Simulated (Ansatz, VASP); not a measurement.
## Zn: VASP beside Ansatz

```
Zn
1.0
     0.00000    2.13310    2.13310
     2.13310    0.00000    2.13310
     2.13310    2.13310    0.00000
Zn
2
Direct
  0.87500 0.87500 0.87500
  0.12500 0.12500 0.12500
```

Change from the starting cell: volume scaled by 0.43, crystal datasets.

Alike in both runs: task single point; functional PBEsol; k mesh 13 × 13 × 13; occupations fermi-dirac, width 0.05 eV; no spin polarisation.

|  | VASP | Ansatz |
| --- | --- | --- |
| version | VASP 6.6.1 | Ansatz 0.2.0 |
| potentials or method | VASP PAW PBE potentials, release 64 (Zn), cutoff 520 eV | all-electron PAW with datasets made for the crystal, scalar-relativistic |

|  | VASP | Ansatz | Ansatz less VASP |
| --- | --- | --- | --- |
| pressure (GPa) | 243.3 | 240.0 | -3.26 |

VASP's potentials were made for PBE, not for PBEsol. Both programs put the cell under a high pressure, so it lies far from rest at this level. Ansatz ran all-electron here, and VASP with PAW potentials.

Noted on VASP's run: the cell as given lies far from equilibrium.
